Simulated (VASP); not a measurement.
Write the native input for VASP 6.6.1 that does the following.

* Task: single point
* Functional: PBE
* Potentials or basis: VASP PAW PBE potentials, release 64 (Zn, Hg_sv_GW, O)
* Cutoff: 600 eV
* k mesh: 5 × 5 × 6
* Occupations: fermi-dirac, width 0.05 eV
* Spin: no spin polarisation
* Dipole correction: no
* Second run: valence_matched
* Further INCAR settings: ALGO = Normal; EDIFF = 1e-06; NBANDS = 30

The structure of ZnHgO2 lies in POSCAR:

```
ZnHgO2
1.0
    4.0092200000      0.0000000000      0.0000000000
    0.0000000000      4.0092200000      0.0000000000
    0.0000000000      0.0000000000      3.3045900000
Zn Hg O
1 1 2
Direct
    0.0000000000      0.0000000000      0.0000000000
    0.5000000000      0.5000000000      0.5000000000
    0.5000000000      0.0000000000      0.0000000000
    0.0000000000      0.5000000000      0.0000000000
```

One way to write it, as run:

INCAR

```
SYSTEM = ZnHgO2
PREC = Accurate
ENCUT = 600
EDIFF = 1E-6
ISMEAR = -1
SIGMA = 0.05
LREAL = .FALSE.
LASPH = .TRUE.
NELM = 120
ALGO = Normal
ISIF = 2
LWAVE = .FALSE.
LCHARG = .FALSE.
GGA = PE
NBANDS = 30
GGA_COMPAT = .FALSE.
```

KPOINTS

```
Automatic mesh
0
G
  5 5 6
  0 0 0
```

Potentials or basis: VASP PAW PBE potentials, release 64 (Zn, Hg_sv_GW, O).

Launch:

```sh
$ cat potpaw_PBE.64/Zn/POTCAR potpaw_PBE.64/Hg_sv_GW/POTCAR potpaw_PBE.64/O/POTCAR > POTCAR
$ mpirun -np 1 vasp_std > vasp.out
```

Results of the run:

```
Pressure               : 0.4 GPa
Band gap on the k mesh : zero (band 22 reaches 3.67 eV, above the bottom of band 23 at 2.32 eV)
```

Caveat: spin-orbit coupling is left out, which moves the levels of the heavy elements.

It used 140 s of CPU time on 1 thread of AMD EPYC 7R13 Processor (Zen 3), with other jobs on the host.
